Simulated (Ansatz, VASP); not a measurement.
**V: VASP beside Ansatz**

```
V
1.0
     0.00000    2.54726    2.54726
     2.54726    0.00000    2.54726
     2.54726    2.54726    0.00000
V
2
Direct
  0.87500 0.87500 0.87500
  0.12500 0.12500 0.12500
```

Alike in both runs: functional LDA; k mesh 13 × 13 × 13; occupations fermi-dirac, width 0.05 eV; no spin polarisation.

Ansatz relaxed the structure, and its values are those at the end. VASP's run is a single point on that final structure, the one shown.

```csv
,VASP,Ansatz
version,VASP 6.6.1,Ansatz 0.2.0
potentials or method,"VASP PAW LDA potentials, release 64 (V_sv)","PAW with Ansatz's default frozen-core files, scalar-relativistic"
plane-wave cutoff (eV),520,420
valence electrons in the cell,26,26
```

|  | VASP | Ansatz | Ansatz less VASP |
| --- | --- | --- | --- |
| pressure (GPa) | 1.0 | 0.0 | -0.99 |

LDA's correlation is that of Perdew and Zunger in VASP and of Perdew and Wang (1992) in Ansatz.
